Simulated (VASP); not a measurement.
Wanted: the native input for a VASP 6.6.1 run.

```
Task                   : single point
Functional             : PBEsol
Potentials or basis    : VASP PAW PBE potentials, release 64 (Ta_pv, C)
Cutoff                 : 520 eV
k mesh                 : 12 × 12 × 8
Occupations            : gaussian, width 0.1 eV
Spin                   : no spin polarisation
Dipole correction      : no
Further INCAR settings : ALGO = Normal; EDIFF = 1e-07; NBANDS = 49
```

The structure of Ta2C lies in POSCAR:

```
Ta2C
1.0
    5.3722485952      0.0000000000      0.0000000000
   -2.6861242976      4.6525037589      0.0000000000
    0.0000000000      0.0000000000      4.8920823963
Ta C
6 3
Direct
    0.6627904010      0.6627904010      0.7517849302
    0.0000000000      0.3372095990      0.7517849302
    0.3372095990      0.0000000000      0.7517849302
    0.3372095990      0.3372095990      0.2482150698
    0.0000000000      0.6627904010      0.2482150698
    0.6627904010      0.0000000000      0.2482150698
    0.6666666667      0.3333333333      0.5000000000
    0.3333333333      0.6666666667      0.5000000000
    0.0000000000      0.0000000000      0.0000000000
```

The input as run:

INCAR

```
SYSTEM = Ta2C
ALGO = Normal ; EDIFF = 1E-7
ENCUT = 520 ; GGA = PS
ISIF = 2 ; ISMEAR = 0
LASPH = .True. ; LCHARG = .True.
LELF = .True. ; LREAL = .False.
LVHAR = .True. ; LWAVE = .False.
NBANDS = 49 ; NELM = 80
PREC = Accurate ; SIGMA = 0.1
```

KPOINTS

```
k-points
0
Gamma
  12 12 8
  0 0 0
```

Potentials or basis: VASP PAW PBE potentials, release 64 (Ta_pv, C).

The run is started by

```bash
$ cat potpaw_PBE.64/Ta_pv/POTCAR potpaw_PBE.64/C/POTCAR > POTCAR
$ mpirun -np 1 vasp_std > vasp.out
```

It gave:

```json
{
 "Pressure": "0.6 GPa",
 "Largest force": "0.014 eV/Å",
 "Band gap on the k mesh": "zero (bands 39 and 40 overlap by 1.02 eV)"
}
```

Caveat: the PAW data sets were made with another functional, which shifts forces and pressure a little; spin-orbit coupling is left out, which moves the levels of the heavy elements.

Wall time 11 min on 1 thread of Intel(R) Xeon(R) Platinum 8488C (Sapphire Rapids), on a shared host, peak memory 0.64 GiB.
